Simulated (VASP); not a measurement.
# CO2 (Pna2_1) in VASP: single point with r2SCAN

Aim: the single point of CO2 with r2SCAN.

Program: VASP 6.6.1. These are calculated values, not measurements. Logs are shortened: lines on timing, memory, paths and dates and some standing lists are left out, and cuts for length are marked.

## (1) The cell of the first run

It takes space group Pna2_1 (No. 33, orthorhombic). Conventional cell: a = 10.995 Å, b = 3.767 Å, c = 5.583 Å, α = 90.00°, β = 90.00°, γ = 90.00°. C (site symmetry 1) has 2 O at 1.17 to 1.18 Å within 1.6 Å. Within 1.6 Å of O (site symmetry 1) lie 1 C at 1.17 Å. Within 1.6 Å of O (site symmetry 1) lie 1 C at 1.18 Å.

## (2) Single point, r2SCAN

The input, POSCAR:

```
CO2
1.0
   10.9946670000      0.0000000000      0.0000000000
    0.0000000000      3.7668170000      0.0000000000
    0.0000000000      0.0000000000      5.5832640000
C O
4 8
Direct
    0.6637600000      0.2372820000      0.1022770000
    0.3362400000      0.7627180000      0.6022770000
    0.8362400000      0.7372820000      0.6022770000
    0.1637600000      0.2627180000      0.1022770000
    0.5654210000      0.3277110000      0.0486220000
    0.4345790000      0.6722890000      0.5486220000
    0.9345790000      0.8277110000      0.5486220000
    0.0654210000      0.1722890000      0.0486220000
    0.7625500000      0.1467420000      0.1571000000
    0.2374500000      0.8532580000      0.6571000000
    0.7374500000      0.6467420000      0.6571000000
    0.2625500000      0.3532580000      0.1571000000
```

The input, INCAR.step1:

```
SYSTEM = CO2
ALGO = Normal
EDIFF = 1E-4
ENCUT = 520
GGA = PE
ISMEAR = 0
LASPH = .True.
LCHARG = .False.
LREAL = .False.
LWAVE = .True.
NBANDS = 44
NELM = 60
PREC = Accurate
SIGMA = 0.01
```

The input, INCAR.step2:

```
SYSTEM = CO2
ALGO = Normal
EDIFF = 1E-6
ENCUT = 520
ISIF = 2
ISMEAR = 0
ISTART = 1
LASPH = .True.
LCHARG = .False.
LMIXTAU = .True.
LREAL = .False.
LWAVE = .False.
METAGGA = R2SCAN
NBANDS = 44
NELM = 60
PREC = Accurate
SIGMA = 0.01
```

The input, KPOINTS:

```
k-points
0
Gamma
  2 5 3
  0 0 0
```

Potentials or basis: VASP PAW PBE potentials, release 64 (C, O).

On the command line:

```sh
cat potpaw_PBE.64/C/POTCAR potpaw_PBE.64/O/POTCAR > POTCAR
cp INCAR.step1 INCAR
mpirun -np 1 vasp_std > vasp.out
cp INCAR.step2 INCAR
mpirun -np 1 vasp_std > vasp.out
```

OUTCAR:

```text
SYSTEM = CO2
   EDIFF = 1E-6
   ENCUT = 520
   ISIF = 2
   ISMEAR = 0
   ISTART = 1
   LASPH = .True.
   LREAL = .False.
   METAGGA = R2SCAN
   NELM = 60
   PREC = Accurate

 ion  position               nearest neighbor table
   1  0.664  0.237  0.102-   5 1.17   9 1.18
   2  0.336  0.763  0.602-   6 1.17  10 1.18
   3  0.836  0.737  0.602-   7 1.17  11 1.18
   4  0.164  0.263  0.102-   8 1.17  12 1.18
   5  0.565  0.328  0.049-   1 1.17
   6  0.435  0.672  0.549-   2 1.17
   7  0.935  0.828  0.549-   3 1.17
   8  0.065  0.172  0.049-   4 1.17
   9  0.763  0.147  0.157-   1 1.18
  10  0.237  0.853  0.657-   2 1.18
  11  0.737  0.647  0.657-   3 1.18
  12  0.263  0.353  0.157-   4 1.18

  LATTYP: Found a simple orthorhombic cell.
 ALAT       =     3.7668170000
 B/A-ratio  =     1.4822233201
 C/A-ratio  =     2.9188216470

  Lattice vectors:

 A1 = (   0.0000000000,   3.7668170000,   0.0000000000)
 A2 = (   0.0000000000,   0.0000000000,   5.5832640000)
 A3 = (  10.9946670000,   0.0000000000,   0.0000000000)

Analysis of symmetry for initial positions (statically):
=====================================================================
 Subroutine PRICEL returns:
 Original cell was already a primitive cell.

 Routine SETGRP: Setting up the symmetry group for a
 simple orthorhombic supercell.

 Subroutine GETGRP returns: Found  4 space group operations
 (whereof  1 operations were pure point group operations)
 out of a pool of  8 trial point group operations.

The static configuration has the point symmetry C_1 .
 The point group associated with its full space group is C_2v.

Analysis of symmetry for dynamics (positions and initial velocities):
=====================================================================
 Subroutine PRICEL returns:
 Original cell was already a primitive cell.

 Routine SETGRP: Setting up the symmetry group for a
 simple orthorhombic supercell.

 Subroutine GETGRP returns: Found  4 space group operations
 (whereof  1 operations were pure point group operations)
 out of a pool of  8 trial point group operations.

The dynamic configuration has the point symmetry C_1 .
 The point group associated with its full space group is C_2v.

 Subroutine INISYM returns: Found  4 space group operations
 (whereof  1 operations are pure point group operations),
 and found     1 'primitive' translations

----------------------------------------------------------------------------------------

                                     Primitive cell

  volume of cell :     231.2303

  direct lattice vectors                    reciprocal lattice vectors
    10.994667000  0.000000000  0.000000000     0.090953187  0.000000000  0.000000000
     0.000000000  3.766817000  0.000000000     0.000000000  0.265476130  0.000000000
     0.000000000  0.000000000  5.583264000     0.000000000  0.000000000  0.179106702

  length of vectors
    10.994667000  3.766817000  5.583264000     0.090953187  0.265476130  0.179106702

  position of ions in fractional coordinates (direct lattice)
     0.663760000  0.237282000  0.102277000
     0.336240000  0.762718000  0.602277000
     0.836240000  0.737282000  0.602277000
     0.163760000  0.262718000  0.102277000
     0.565421000  0.327711000  0.048622000
     0.434579000  0.672289000  0.548622000
     0.934579000  0.827711000  0.548622000
     0.065421000  0.172289000  0.048622000
     0.762550000  0.146742000  0.157100000
     0.237450000  0.853258000  0.657100000
     0.737450000  0.646742000  0.657100000
     0.262550000  0.353258000  0.157100000

  ion indices of the primitive-cell ions
   primitive index   ion index
                 1           1
                 2           2
                 3           3
                 4           4
                 5           5
                 6           6
                 7           7
                 8           8
                 9           9
                10          10
                11          11
                12          12

----------------------------------------------------------------------------------------

 KPOINTS: k-points

Automatic generation of k-mesh.
 Grid dimensions read from file:
 generate k-points for:    2    5    3

 Generating k-lattice:

  Cartesian coordinates                     Fractional coordinates (reciprocal lattice)
     0.045476593  0.000000000  0.000000000     0.500000000  0.000000000  0.000000000
     0.000000000  0.053095226  0.000000000     0.000000000  0.200000000  0.000000000
     0.000000000  0.000000000  0.059702234     0.000000000  0.000000000  0.333333333

  Length of vectors
     0.045476593  0.053095226  0.059702234

  Shift w.r.t. Gamma in fractional coordinates (k-lattice)
     0.000000000  0.000000000  0.000000000

 Subroutine IBZKPT returns following result:
 ===========================================

 Found     12 irreducible k-points:

 Following reciprocal coordinates:
            Coordinates               Weight
  0.000000  0.000000  0.000000      1.000000
  0.500000  0.000000  0.000000      1.000000
  0.000000  0.200000  0.000000      2.000000
  0.500000  0.200000  0.000000      2.000000
  0.000000  0.400000  0.000000      2.000000
  0.500000  0.400000  0.000000      2.000000
  0.000000  0.000000  0.333333      2.000000
  0.500000  0.000000  0.333333      2.000000
  0.000000  0.200000  0.333333      4.000000
  0.500000  0.200000  0.333333      4.000000
  0.000000  0.400000  0.333333      4.000000
  0.500000  0.400000  0.333333      4.000000
   k-points           NKPTS =     12   k-points in BZ     NKDIM =     12   number of bands    NBANDS=     44
   number of dos      NEDOS =    301   number of ions     NIONS =     12
   total plane-waves  NPLWV =  98784
   dimension x,y,z NGX =    84 NGY =   28 NGZ =   42
   dimension x,y,z NGXF=   168 NGYF=   56 NGZF=   84
   ions per type =               4   8
   NGX,Y,Z   is equivalent  to a cutoff of  12.70, 12.36, 12.51 a.u.
   NGXF,Y,Z  is equivalent  to a cutoff of  25.40, 24.72, 25.01 a.u.
 SYSTEM =  CO2
   PREC   = accura    normal or accurate (medium, high low for compatibility)
   ISTART =      1    job   : 0-new  1-cont  2-samecut
   ICHARG =      0    charge: 1-file 2-atom 10-const
   ISPIN  =      1    spin polarized calculation?
   LNONCOLLINEAR =      F non collinear calculations
   LSORBIT =      F    spin-orbit coupling
   LASPH  =      T    aspherical Exc in radial PAW
   ENCUT  =  520.0 eV  38.22 Ry    6.18 a.u.  20.44  7.00 10.38*2*pi/ulx,y,z
   NELM   =     60;   NELMIN=  2; NELMDL=  0     # of ELM steps
   EDIFF  = 0.1E-05   stopping-criterion for ELM
   LREAL  =      F    real-space projection
   EDIFFG = 0.1E-04   stopping-criterion for IOM
   NSW    =      0    number of steps for IOM
   IBRION =     -1    ionic relax: 0-MD 1-quasi-New 2-CG
   NFREE  =      0    steps in history (QN), initial steepest desc. (CG)
   ISIF   =      2    stress and relaxation
   ISYM   =      2    0-nonsym 1-usesym 2-fastsym
   POTIM  = 0.5000    time-step for ionic-motion
   TEBEG  =    0.0;   TEEND  =   0.0 temperature during run
   PSTRESS=    0.0 pullay stress
   NELECT =      64.0000    total number of electrons
   NUPDOWN=      -1.0000    fix difference up-down
   EMIN   =  10.00;   EMAX   =-10.00  energy-range for DOS
   EFERMI =   0.00;   METHOD = LEGACY
   ISMEAR =     0;   SIGMA  =   0.01  broadening in eV -4-tet -1-fermi 0-gaus
   EFERMI_NEDOS =   21; number of points for ismear=-14 and -15
   IALGO  =     38    algorithm
   IMIX   =      4    mixing-type and parameters
     AMIX     =   0.40;   BMIX     =  1.00
     AMIX_MAG =   1.60;   BMIX_MAG =  1.00
  volume/ion in A,a.u.               =      19.27       130.03
  Fermi-wavevector in a.u.,A,eV,Ry     =   1.066891  2.016131 15.486908  1.138256
  Thomas-Fermi vector in A             =   2.202489
   LORBIT       =      0    0 simple, 1 ext, 2 COOP (PROOUT), +10 PAW based schemes
   METAGGA = R2SCAN    functional components
   LHFCALC =     F    Hartree Fock is set to
   AEXX    =    0.0000 exact exchange contribution
   IVDW    =     0    specifies the selected vdW correction
   LEPSILON=     F    determine dielectric tensor
   LRPA    =     F    only Hartree local field effects (RPA)
 non-spin polarized calculation
 Gauss-broadening in eV      SIGMA  =   0.01
  energy-cutoff  :      520.00
  volume of cell :      231.23
 maximum number of plane-waves:      6246
 NGX is ok and might be reduce to    84
   NGX = 41   NGY = 15   NGZ = 21

 number of electron      63.9999999 magnetization

 Free energy of the ion-electron system (eV)
  ---------------------------------------------------
  ext. energy  EPLUGINS =         0.00000000
  ---------------------------------------------------
  free energy    TOTEN  =      -102.59948848 eV

  energy without entropy =     -102.59948848  energy(sigma->0) =     -102.59948848

 E-fermi :  -5.3541     XC(G=0):  -6.8831

 val. band max:       -5.4254671381   @ k =   0.0000   0.0000   0.0000
 cond. band min:       1.7221928391   @ k =   0.0000   0.0000   0.0000
 fundamental gap:      7.1476599772
 Fermi energy:        -5.3541085096

 k-point     1 :       0.0000    0.0000    0.0000
  band No.  band energies     occupation
      1     -26.9301      2.00000
      2     -26.9125      2.00000
      3     -26.8228      2.00000
      4     -26.8155      2.00000
      5     -25.7743      2.00000
      6     -25.7710      2.00000
[... 36 lines left out ...]
     43       4.3103      0.00000
     44       5.3174      0.00000

 k-point     2 :       0.5000    0.0000    0.0000
  band No.  band energies     occupation
      1     -26.9218      2.00000
      2     -26.9218      2.00000
      3     -26.8188      2.00000
      4     -26.8188      2.00000
      5     -25.7734      2.00000
      6     -25.7734      2.00000
[... 462 lines left out ...]
 k-point    12 :       0.5000    0.4000    0.3333
  band No.  band energies     occupation
      1     -26.8609      2.00000
      2     -26.8446      2.00000
      3     -26.8395      2.00000
      4     -26.8229      2.00000
      5     -25.7751      2.00000
      6     -25.7707      2.00000
[... 36 lines left out ...]
     43       5.5149      0.00000
     44       5.5417      0.00000

------------------------ aborting loop because EDIFF is reached ----------------------------------------

  FORCE on cell =-STRESS in cart. coord.  units (eV):
  Direction    XX          YY          ZZ          XY          YZ          ZX
  --------------------------------------------------------------------------------------
  -------------------------------------------------------------------------------------
  Total       -6.4573988     -1.4200965     -1.3223515      0.0000000      0.0000000      0.0000000
  in kB      -44.7428273     -9.8397413     -9.1624734      0.0000000      0.0000000      0.0000000
  external PRESSURE =     -21.2483473 kB  Pullay stress =       0.0000000 kB

 VOLUME and BASIS-vectors are now :
 -----------------------------------------------------------------------------
  energy-cutoff  :      520.00
  volume of cell :      231.23
      direct lattice vectors                 reciprocal lattice vectors
    10.994667000  0.000000000  0.000000000     0.090953187  0.000000000  0.000000000
     0.000000000  3.766817000  0.000000000     0.000000000  0.265476130  0.000000000
     0.000000000  0.000000000  5.583264000     0.000000000  0.000000000  0.179106702

 POSITION                                       TOTAL-FORCE (eV/Angst)
 -----------------------------------------------------------------------------------
      7.29782      0.89380      0.57104        -0.085266      0.005015      0.005253
      3.69685      2.87302      3.36267         0.085266     -0.005015      0.005253
      9.19418      2.77721      3.36267         0.085266      0.005015      0.005253
      1.80049      0.98961      0.57104        -0.085266     -0.005015      0.005253
      6.21662      1.23443      0.27147         0.699454     -0.204095      0.202681
      4.77805      2.53239      3.06310        -0.699454      0.204095      0.202681
     10.27538      3.11784      3.06310        -0.699454     -0.204095      0.202681
      0.71928      0.64898      0.27147         0.699454      0.204095      0.202681
      8.38398      0.55275      0.87713        -0.712249      0.187659     -0.207933
      2.61068      3.21407      3.66876         0.712249     -0.187659     -0.207933
      8.10802      2.43616      3.66876         0.712249      0.187659     -0.207933
      2.88665      1.33066      0.87713        -0.712249     -0.187659     -0.207933
 -----------------------------------------------------------------------------------
    total drift:                                0.000000      0.000000      0.002643

  FREE ENERGIE OF THE ION-ELECTRON SYSTEM (eV)
  ---------------------------------------------------
  free  energy   TOTEN  =      -102.5994884802 eV

  energy  without entropy=     -102.5994884802  energy(sigma->0) =     -102.59948848
```

It took 10 min on 1 thread of Intel Xeon Platinum 8259CL at 2.50GHz (Skylake/Cascade Lake), shared host; peak memory 0.38 GiB.

Results:

```yaml
Free_energy: -102.5995 eV
Pressure: -2.1 GPa
Largest_force: 0.765 eV/Å
Band_gap_on_the_k_mesh: 7.15 eV
```

Forces in eV/Å, atoms in the order of the input:
```
C   -0.085  0.005  0.005
C    0.085 -0.005  0.005
C    0.085  0.005  0.005
C   -0.085 -0.005  0.005
O    0.699 -0.204  0.203
O   -0.699  0.204  0.203
O   -0.699 -0.204  0.203
O    0.699  0.204  0.203
O   -0.712  0.188 -0.208
O    0.712 -0.188 -0.208
O    0.712  0.188 -0.208
O   -0.712 -0.188 -0.208
```

Stress tensor (GPa, compression positive):
```
-4.47  0.00  0.00
 0.00 -0.98  0.00
 0.00  0.00 -0.92
```

Levels at points of the mesh, in eV from the valence-band top:
```tsv
k point	band 28	band 29	band 30	band 31	band 32	band 33	band 34	band 35	band 36	band 37
(0.00, 0.00, 0.00)	-0.19	-0.14	-0.10	-0.05	0.00	7.15	8.11	8.60	8.74	8.82
(0.50, 0.00, 0.00)	-0.18	-0.11	-0.11	-0.03	-0.03	7.51	7.51	8.63	8.63	8.87
```

Caveat: the PAW data sets were made with another functional, which shifts forces and pressure a little; an odd mesh through Γ misses points on the zone boundary, where band edges can lie.
